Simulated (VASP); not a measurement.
# RbCd2Br4 (Cmm2) in VASP: relaxation of cell and atoms with PBE

Aim: the relaxation of cell and atoms of RbCd2Br4 with PBE.

Program: VASP 6.6.1. These are calculated values, not measurements. Logs are shortened: lines on timing, memory, paths and dates and some standing lists are left out, and cuts for length are marked.

### Step 1. The cell of the first run

The structure is orthorhombic, space group Cmm2 (No. 35). Conventional cell: a = 5.828 Å, b = 7.207 Å, c = 13.415 Å, α = 90.00°, β = 90.00°, γ = 90.00°. Rb (site symmetry mm2) has 6 Cd at 4.02 to 5.51 Å and 4 Rb at 4.63 Å and 2 Br at 5.30 Å within 5.6 Å. Cd (site symmetry m) has 4 Br at 2.35 to 2.92 Å and 1 Cd at 2.51 Å within 3.1 Å. Within 3.2 Å of Br (site symmetry m) lie 4 Cd at 2.35 to 2.92 Å and 5 Br at 2.96 to 3.11 Å. Br (site symmetry 2) has 6 Br at 2.91 to 3.60 Å within 3.8 Å.

The cell was built from a structure type or drawn by symmetry, and may not be a known phase.

### Step 2. Relaxation of cell and atoms, PBE

Contents of INCAR:

```
ALGO = Normal
EDIFF = 1E-7
EDIFFG = -0.08
ENCUT = 500
GGA = PE
GGA_COMPAT = False
IBRION = 2
ISIF = 3
ISMEAR = 0
LASPH = True
LCHARG = False
LREAL = False
LWAVE = False
NELM = 120
NELMIN = 4
NSW = 36
PREC = Accurate
SIGMA = 0.2
```

Contents of KPOINTS:

```
k-points
0
Gamma
  4 4 2
```

Contents of POSCAR:

```
RbCd2Br4
1.0
    2.9139488200     -3.6033167700      0.0000000000
    2.9139488200      3.6033167700      0.0000000000
    0.0000000000      0.0000000000     13.4153433800
Rb Cd Br
1 2 4
Direct
    0.0000000000      0.0000000000      0.4192653500
    0.2157181900      0.2157181900      0.7039638600
    0.7842818100      0.7842818100      0.7039638600
    0.7845142900      0.2154857100      0.7968447000
    0.2154857100      0.7845142900      0.7968447000
    0.0000000000      0.5000000000      0.9996544700
    0.5000000000      0.0000000000      0.9996544700
```

Potentials or basis: VASP PAW PBE potentials, release 64 (Rb_sv, Cd, Br).

Command:

```console
$ cat potpaw_PBE.64/Rb_sv/POTCAR potpaw_PBE.64/Cd/POTCAR potpaw_PBE.64/Br/POTCAR > POTCAR
$ mpirun -np 1 vasp_std > vasp.out
```

OUTCAR:

```text
EDIFF = 1E-7
   EDIFFG = -0.08
   ENCUT = 500
   GGA = PE
   IBRION = 2
   ISIF = 3
   ISMEAR = 0
   LASPH = True
   LREAL = False
   NELM = 120
   NELMIN = 4
   NSW = 36
   PREC = Accurate

 ion  position               nearest neighbor table
   1  0.000  0.000  0.419-   2 4.02   3 4.02
   2  0.216  0.216  0.704-   4 2.35   5 2.35   3 2.51   5 2.92   4 2.92   3 3.31   3 3.63   3 3.63
                             1 4.02
   3  0.784  0.784  0.704-   4 2.35   5 2.35   2 2.51   4 2.92   5 2.92   2 3.31   2 3.63   2 3.63
                             1 4.02
   4  0.785  0.215  0.797-   2 2.35   3 2.35   3 2.92   2 2.92
   5  0.215  0.785  0.797-   2 2.35   3 2.35   3 2.92   2 2.92
   6  0.000  0.500  1.000-
   7  0.500  0.000  1.000-

  LATTYP: Found a base centered orthorhombic cell.
 ALAT       =     5.8278976400
 B/A-ratio  =     1.2365751743
 C/A-ratio  =     2.3019181545

  Lattice vectors:

 A1 = (   2.9139488200,  -3.6033167700,   0.0000000000)
 A2 = (   2.9139488200,   3.6033167700,   0.0000000000)
 A3 = (   0.0000000000,   0.0000000000,  13.4153433800)

Analysis of symmetry for initial positions (statically):
=====================================================================
 Subroutine PRICEL returns:
 Original cell was already a primitive cell.

 Routine SETGRP: Setting up the symmetry group for a
 base centered orthorhombic supercell.

 Subroutine GETGRP returns: Found  4 space group operations
 (whereof  4 operations were pure point group operations)
 out of a pool of  8 trial point group operations.

The static configuration has the point symmetry C_2v.

Analysis of symmetry for dynamics (positions and initial velocities):
=====================================================================
 Subroutine PRICEL returns:
 Original cell was already a primitive cell.

 Routine SETGRP: Setting up the symmetry group for a
 base centered orthorhombic supercell.

 Subroutine GETGRP returns: Found  4 space group operations
 (whereof  4 operations were pure point group operations)
 out of a pool of  8 trial point group operations.

The dynamic configuration has the point symmetry C_2v.

 Subroutine INISYM returns: Found  4 space group operations
 (whereof  4 operations are pure point group operations),
 and found     1 'primitive' translations

----------------------------------------------------------------------------------------

                                     Primitive cell

  volume of cell :     281.7190

  direct lattice vectors                    reciprocal lattice vectors
     2.913948820 -3.603316770  0.000000000     0.171588463 -0.138761045  0.000000000
     2.913948820  3.603316770  0.000000000     0.171588463  0.138761045  0.000000000
     0.000000000  0.000000000 13.415343380     0.000000000  0.000000000  0.074541514

  length of vectors
     4.634111508  4.634111508 13.415343380     0.220674485  0.220674485  0.074541514

  position of ions in fractional coordinates (direct lattice)
     0.000000000  0.000000000  0.419265350
     0.215718190  0.215718190  0.703963860
     0.784281810  0.784281810  0.703963860
     0.784514290  0.215485710  0.796844700
     0.215485710  0.784514290  0.796844700
     0.000000000  0.500000000  0.999654470
     0.500000000  0.000000000  0.999654470

  ion indices of the primitive-cell ions
   primitive index   ion index
                 1           1
                 2           2
                 3           3
                 4           4
                 5           5
                 6           6
                 7           7

----------------------------------------------------------------------------------------

 KPOINTS: k-points

Automatic generation of k-mesh.
 Grid dimensions read from file:
 generate k-points for:    4    4    2

 Generating k-lattice:

  Cartesian coordinates                     Fractional coordinates (reciprocal lattice)
     0.042897116 -0.034690261  0.000000000     0.250000000  0.000000000  0.000000000
     0.042897116  0.034690261  0.000000000     0.000000000  0.250000000  0.000000000
     0.000000000  0.000000000  0.037270757     0.000000000  0.000000000  0.500000000

  Length of vectors
     0.055168621  0.055168621  0.037270757

  Shift w.r.t. Gamma in fractional coordinates (k-lattice)
     0.000000000  0.000000000  0.000000000

 Subroutine IBZKPT returns following result:
 ===========================================

 Found     14 irreducible k-points:

 Following reciprocal coordinates:
            Coordinates               Weight
  0.000000  0.000000  0.000000      1.000000
  0.250000  0.000000  0.000000      4.000000
  0.500000  0.000000  0.000000      2.000000
  0.250000  0.250000  0.000000      2.000000
  0.500000  0.250000  0.000000      4.000000
 -0.250000  0.250000  0.000000      2.000000
  0.500000  0.500000  0.000000      1.000000
  0.000000  0.000000  0.500000      1.000000
  0.250000  0.000000  0.500000      4.000000
  0.500000  0.000000  0.500000      2.000000
  0.250000  0.250000  0.500000      2.000000
  0.500000  0.250000  0.500000      4.000000
 -0.250000  0.250000  0.500000      2.000000
  0.500000  0.500000  0.500000      1.000000
   k-points           NKPTS =     14   k-points in BZ     NKDIM =     14   number of bands    NBANDS=     36
   number of dos      NEDOS =    301   number of ions     NIONS =      7
   total plane-waves  NPLWV = 127008
   dimension x,y,z NGX =    36 NGY =   36 NGZ =   98
   dimension x,y,z NGXF=    72 NGYF=   72 NGZF=  196
   ions per type =               1   2   4
   NGX,Y,Z   is equivalent  to a cutoff of  12.91, 12.91, 12.14 a.u.
   NGXF,Y,Z  is equivalent  to a cutoff of  25.83, 25.83, 24.29 a.u.
 SYSTEM =  unknown system
   PREC   = accura    normal or accurate (medium, high low for compatibility)
   ISTART =      0    job   : 0-new  1-cont  2-samecut
   ICHARG =      2    charge: 1-file 2-atom 10-const
   ISPIN  =      1    spin polarized calculation?
   LNONCOLLINEAR =      F non collinear calculations
   LSORBIT =      F    spin-orbit coupling
   LASPH  =      T    aspherical Exc in radial PAW
   ENCUT  =  500.0 eV  36.75 Ry    6.06 a.u.   8.45  8.45 24.46*2*pi/ulx,y,z
   NELM   =    120;   NELMIN=  4; NELMDL= -5     # of ELM steps
   EDIFF  = 0.1E-06   stopping-criterion for ELM
   LREAL  =      F    real-space projection
   EDIFFG = -.8E-01   stopping-criterion for IOM
   NSW    =     36    number of steps for IOM
   IBRION =      2    ionic relax: 0-MD 1-quasi-New 2-CG
   NFREE  =      1    steps in history (QN), initial steepest desc. (CG)
   ISIF   =      3    stress and relaxation
   ISYM   =      2    0-nonsym 1-usesym 2-fastsym
   POTIM  = 0.5000    time-step for ionic-motion
   TEBEG  =    0.0;   TEEND  =   0.0 temperature during run
   PSTRESS=    0.0 pullay stress
   NELECT =      61.0000    total number of electrons
   NUPDOWN=      -1.0000    fix difference up-down
   EMIN   =  10.00;   EMAX   =-10.00  energy-range for DOS
   EFERMI =   0.00;   METHOD = LEGACY
   ISMEAR =     0;   SIGMA  =   0.20  broadening in eV -4-tet -1-fermi 0-gaus
   EFERMI_NEDOS =   21; number of points for ismear=-14 and -15
   IALGO  =     38    algorithm
   IMIX   =      4    mixing-type and parameters
     AMIX     =   0.40;   BMIX     =  1.00
     AMIX_MAG =   1.60;   BMIX_MAG =  1.00
  volume/ion in A,a.u.               =      40.25       271.59
  Fermi-wavevector in a.u.,A,eV,Ry     =   0.983059  1.857711 13.148727  0.966404
  Thomas-Fermi vector in A             =   2.114188
   LORBIT       =      0    0 simple, 1 ext, 2 COOP (PROOUT), +10 PAW based schemes
   GGA     = PE    functional components
   LHFCALC =     F    Hartree Fock is set to
   AEXX    =    0.0000 exact exchange contribution
   IVDW    =     0    specifies the selected vdW correction
   LEPSILON=     F    determine dielectric tensor
   LRPA    =     F    only Hartree local field effects (RPA)
 conjugate gradient relaxation of ions
 non-spin polarized calculation
 Gauss-broadening in eV      SIGMA  =   0.20
  energy-cutoff  :      500.00
  volume of cell :      281.72
 maximum number of plane-waves:      7212
 NGX is ok and might be reduce to    36
   NGX = 17   NGY = 17   NGZ = 49

--------------------------------------- Ionic step        1  -------------------------------------------

 number of electron      60.9999994 magnetization

 Free energy of the ion-electron system (eV)
  ---------------------------------------------------
  ext. energy  EPLUGINS =         0.00000000
  ---------------------------------------------------
  free energy    TOTEN  =        -5.06616677 eV

  energy without entropy =       -4.98033866  energy(sigma->0) =       -5.02325272

 E-fermi :   0.8551     XC(G=0):  -7.0181

 val. band max:        0.8365409107   @ k =   0.2500   0.2500   0.0000
 cond. band min:       0.8556946754   @ k =   0.0000   0.0000   0.0000
 fundamental gap:      0.0191537647
 Fermi energy:         0.8551265452

 k-point     1 :       0.0000    0.0000    0.0000
  band No.  band energies     occupation
      1     -28.3045      2.00000
      2     -17.1075      2.00000
      3     -15.3670      2.00000
      4     -13.9981      2.00000
      5     -12.3942      2.00000
      6     -12.3671      2.00000
[... 651 lines left out ...]
  FREE ENERGIE OF THE ION-ELECTRON SYSTEM (eV)
  ---------------------------------------------------
  free  energy   TOTEN  =        -8.8588466240 eV

  energy  without entropy=       -8.7435208744  energy(sigma->0) =       -8.80118375

[... ionic steps 4 to 27 ...]

--------------------------------------- Ionic step       28  -------------------------------------------

 number of electron      61.0000015 magnetization

------------------------ aborting loop because EDIFF is reached ----------------------------------------

  FORCE on cell =-STRESS in cart. coord.  units (eV):
  Direction    XX          YY          ZZ          XY          YZ          ZX
  --------------------------------------------------------------------------------------
  -------------------------------------------------------------------------------------
  Total       -0.0262277     -0.1091893     -0.0028452      0.0000000      0.0000000      0.0000000
  in kB       -0.1351115     -0.5624856     -0.0146571      0.0000000      0.0000000      0.0000000
  external PRESSURE =      -0.2374180 kB  Pullay stress =       0.0000000 kB
[... 67 lines left out ...]
  energy  without entropy=      -13.8763316104  energy(sigma->0) =      -13.90459454

--------------------------------------- Ionic step       30  -------------------------------------------

 number of electron      61.0000013 magnetization

 Free energy of the ion-electron system (eV)
  ---------------------------------------------------
  ext. energy  EPLUGINS =         0.00000000
  ---------------------------------------------------
  free energy    TOTEN  =       -13.94282184 eV

  energy without entropy =      -13.88617678  energy(sigma->0) =      -13.91449931

 E-fermi :  -1.3866     XC(G=0):  -6.7033

 val. band max:       -1.3941531002   @ k =   0.2500   0.0000   0.5000
 cond. band min:      -1.3796724261   @ k =   0.5000   0.2500   0.0000
 fundamental gap:      0.0144806741
 Fermi energy:        -1.3865976010

 k-point     1 :       0.0000    0.0000    0.0000
  band No.  band energies     occupation
      1     -27.1248      2.00000
      2     -15.8998      2.00000
      3     -15.4439      2.00000
      4     -15.0336      2.00000
      5     -14.3598      2.00000
      6     -11.2676      2.00000
[... 569 lines left out ...]
  FREE ENERGIE OF THE ION-ELECTRON SYSTEM (eV)
  ---------------------------------------------------
  free  energy   TOTEN  =       -13.9428218390 eV

  energy  without entropy=      -13.8861767769  energy(sigma->0) =      -13.91449931

 reached required accuracy - stopping structural energy minimisation
```

Run time: 37 min. Hardware: 1 thread of AMD EPYC 9R45 (Zen 5), shared host; peak memory 0.41 GiB.

Results:

| Property | Result |
| --- | --- |
| Free energy | -13.9428 eV |
| Relaxed volume | 44.98 Å³/atom |
| Relaxed cell | a = 6.201 Å, b = 6.201 Å, c = 9.195 Å, α = 90.00°, β = 90.00°, γ = 117.04° |
| Space group after relaxing (to 0.1 Å) | Cmm2 (No. 35) |
| Energy gained by relaxing | 1268.1 meV/atom |
| Ionic steps | 30 |
| Pressure after relaxing | -0.1 GPa |
| Largest force after relaxing | 0.073 eV/Å |
| Band gap on the k mesh | zero (an odd number of electrons rules out a gap without spin polarisation) |

Forces in eV/Å, atoms in the order of the input:
```
Rb   0.000  0.000  0.037
Cd  -0.029  0.000  0.050
Cd   0.029  0.000  0.050
Br   0.000 -0.030  0.004
Br   0.000  0.030  0.004
Br   0.000  0.000 -0.073
Br   0.000  0.000 -0.073
```

Step by step:
```
step  energy change (eV)  largest force (eV/Å)  pressure (GPa)  volume (Å³)
   1              0.0000                7.5245           11.76       281.72
   2             -3.2193                0.9526           -1.63       419.65
   3             -3.7927                0.7016            0.17       354.09
   4             -3.7927                0.7716           -0.08       358.79
   5             -3.7941                0.7410            0.03       356.62
   6             -3.8880                0.6720           -0.05       357.97
   7             -4.1224                0.4852           -0.22       361.97
   8             -4.4248                0.4437           -0.31       369.71
   9             -4.8262                0.4133           -0.22       384.12
  10             -5.2736                3.9045            0.45       408.08
  11             -5.1821                0.8405           -0.16       395.15
  12             -5.3420                2.0508            0.03       401.91
  13             -5.4552                1.9752           -0.05       403.59
  14             -5.7584                1.7726           -0.27       408.27
  15             -6.1103                1.4610           -0.52       415.98
  16             -6.1210                1.5386           -0.53       417.76
  17             -6.3169                1.5839           -0.59       413.24
  18             -6.8374                1.7204           -0.65       399.36
  19             -7.4232                1.8934           -0.14       370.41
  20             -7.7528                1.5813           -0.36       362.34
  21             -7.9613                1.4482           -0.36       343.00
  22             -7.9896                1.1747           -0.44       348.24
  23             -8.2468                0.9938           -0.23       338.56
  24             -8.6935                0.3865            0.68       310.42
  25             -8.7192                0.4039            1.15       300.65
  26             -8.8126                0.4308            0.01       310.01
  27             -8.8134                0.4602           -0.10       311.05
  28             -8.8397                0.3626           -0.02       311.01
  29             -8.8667                0.1920            0.20       310.90
  30             -8.8767                0.0725           -0.06       314.88
```

Final structure:
```yaml
crystal:
  lattice:
    - [3.23787, -5.28829, 0.00000]
    - [3.23787, 5.28829, 0.00000]
    - [0.00000, 0.00000, 9.19465]
  atoms:
    - { symbol: Rb, position: [0.00000, 0.00000, 0.30605] }
    - { symbol: Cd, position: [0.29673, 0.29673, 0.72968] }
    - { symbol: Cd, position: [0.70327, 0.70327, 0.72968] }
    - { symbol: Br, position: [0.82716, 0.17284, 0.66801] }
    - { symbol: Br, position: [0.17284, 0.82716, 0.66801] }
    - { symbol: Br, position: [0.00000, 0.50000, 0.15939] }
    - { symbol: Br, position: [0.50000, 0.00000, 0.15939] }
```

Levels at points of the mesh, in eV from the Fermi level:
```csv
k point,band 27,band 28,band 29,band 30,band 31,band 32,band 33,band 34
"(0.00, 0.00, 0.00)",-1.53,-1.50,-0.96,-0.79,0.74,2.97,3.31,4.14
"(0.50, 0.00, 0.00)",-1.29,-1.28,-1.19,-1.12,-0.40,2.52,3.15,4.84
"(0.50, 0.50, 0.00)",-1.40,-0.94,-0.76,-0.62,0.74,2.86,2.89,3.82
"(0.00, 0.00, 0.50)",-1.52,-1.48,-0.96,-0.78,0.74,2.97,3.05,4.93
"(0.50, 0.00, 0.50)",-1.29,-1.29,-1.23,-1.16,-0.41,2.57,3.11,4.69
"(0.50, 0.50, 0.50)",-1.40,-0.94,-0.75,-0.62,0.73,2.84,2.95,3.98
```

Caveat: a cell axis changed by over 15 % at a fixed basis, so the end point is rough; an odd number of electrons without spin polarisation forces a metal; a magnetic or distorted state may lie lower; the relaxation stopped at a loose force limit of 0.08 eV/Å, so its end isn't a converged minimum.
